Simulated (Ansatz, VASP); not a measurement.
**Cu: VASP beside Ansatz**

```xyz
1
Lattice="0.0000 1.7709 1.7709 1.7709 0.0000 1.7709 1.7709 1.7709 0.0000" Properties=species:S:1:pos:R:3 pbc="T T T"
Cu    0.0000    0.0000    0.0000
```

Change from the starting cell: volume scaled by 0.9405.

Alike in both runs: task single point; functional PBEsol; k mesh 19 × 19 × 19; occupations fermi-dirac, width 0.08 eV; no spin polarisation.

|  | VASP | Ansatz |
| --- | --- | --- |
| version | VASP 6.6.1 | Ansatz 0.2.0 |
| potentials or method | VASP PAW PBE potentials, release 64 (Cu), cutoff 520 eV | all-electron LAPW, scalar-relativistic |

```csv
,VASP,Ansatz,Ansatz less VASP
pressure (GPa),3.9,3.2,-0.74
```

VASP's potentials were made for PBE, not for PBEsol. Ansatz ran all-electron here, and VASP with PAW potentials.
